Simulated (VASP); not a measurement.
Write the native input for VASP 6.6.1 that does the following.

```yaml
Task: single point
Functional: PBE
Dispersion: D3(BJ)
Potentials_or_basis: VASP PAW PBE potentials, release 64 (Sn_d, O)
Cutoff: 520 eV
k_mesh: 7 × 7 × 1
Occupations: gaussian, width 0.05 eV
Spin: no spin polarisation
Dipole_correction: yes
Further_INCAR_settings: ALGO = Normal; EDIFF = 1e-06; NBANDS = 50
```

The structure of SnO lies in POSCAR:

```
SnO
1.0
    3.8201528543      0.0002954551      0.0000000000
   -0.0003145191      3.8201528528      0.0000000000
    0.0000000000      0.0000000000     22.2260743460
Sn O
4 4
Direct
    0.9999452911      0.9999452911      0.2024649036
    0.4999452911      0.4999452911      0.3087831466
    0.6666119578      0.4999452911      0.4784037436
    1.1666119578      0.9999452911      0.5847219866
    0.9999461074      0.4999461074      0.2556240251
    0.4999461074      0.9999461074      0.2556240251
    0.6666111415      0.9999444748      0.5315628651
    1.1666111415      0.4999444748      0.5315628651
```

This cell differs from its parent crystal: layers slid over each other.

The input as run:

INCAR

```
SYSTEM = SnO
ALGO     = Normal         ! electronic algorithm
DIPOL    = 0.5 0.5 0.394
EDIFF    = 1E-6           ! SCF threshold, eV
ENCUT    = 520            ! plane-wave cutoff, eV
GGA      = PE             ! functional
IDIPOL   = 3            
ISIF     = 2              ! what is computed and relaxed
ISMEAR   = 0              ! smearing method
IVDW     = 12             ! dispersion correction
LASPH    = .TRUE.         ! aspherical terms in the spheres
LCHARG   = .TRUE.         ! write CHGCAR
LDIPOL   = .TRUE.       
LELF     = .TRUE.         ! ELF
LREAL    = .FALSE.        ! projectors in reciprocal space
LVACPOTAV= .TRUE.       
LVHAR    = .TRUE.       
LWAVE    = .FALSE.        ! write WAVECAR
NBANDS   = 50             ! bands
NELM     = 100            ! most SCF steps
PREC     = Accurate       ! precision mode
SIGMA    = 0.05           ! smearing width, eV
```

KPOINTS

```
k-points
0
G
  7 7 1
  0 0 0
```

Potentials or basis: VASP PAW PBE potentials, release 64 (Sn_d, O).

Command:

```sh
$ cat potpaw_PBE.64/Sn_d/POTCAR potpaw_PBE.64/O/POTCAR > POTCAR
$ mpirun -np 1 vasp_std > vasp.out
```

Results of the run:

```
Largest force              : 0.190 eV/Å
Band gap on the k mesh     : 2.00 eV (least direct gap 2.20 eV)
Dispersion energy per atom : -0.159 eV
```

Caveat: the cell differs from its parent crystal (layers slid over each other); spin-orbit coupling is left out, which moves the levels of the heavy elements.

It took 4.3 min on 1 thread of Intel(R) Xeon(R) Platinum 8488C (Sapphire Rapids), with other jobs on the host, peak memory 0.43 GiB.
